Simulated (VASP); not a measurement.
MgS, 2 atoms in the cell. Symmetry: Fm-3m, No. 225, cubic system. The conventional cell has a = 5.203 Å, b = 5.203 Å, c = 5.203 Å, α = 90.00°, β = 90.00°, γ = 90.00°. Within 3.4 Å of Mg (site symmetry m-3m) lie 6 S at 2.60 Å. S (site symmetry m-3m) has 6 Mg at 2.60 Å within 3.4 Å. 

| Item | Value |
| --- | --- |
| Program | VASP 6.6.1 |
| Task | single point |
| Functional | PBE |
| Potentials or basis | VASP PAW PBE potentials, release 64 (Mg, S) |
| Cutoff | 520 eV |
| k mesh | 10 × 10 × 10 |
| Occupations | gaussian, width 0.05 eV |
| Spin | no spin polarisation |
| Dipole correction | no |
| Further INCAR settings | ALGO = Normal; EDIFF = 1e-06; NBANDS = 11 |

Potentials or basis: VASP PAW PBE potentials, release 64 (Mg, S).

Launch:

```bash
$ cat potpaw_PBE.64/Mg/POTCAR potpaw_PBE.64/S/POTCAR > POTCAR
$ mpirun -np 1 vasp_std > vasp.out
```

Hardware: 1 thread of Intel Xeon 6975P-C, with other jobs on the host.

Problem. How long does it take, and how much memory?

Solution. It took 15 s on 1 thread of Intel Xeon 6975P-C, on a shared host, peak memory 0.16 GiB. Counts: scf iterations 12, k points 47.
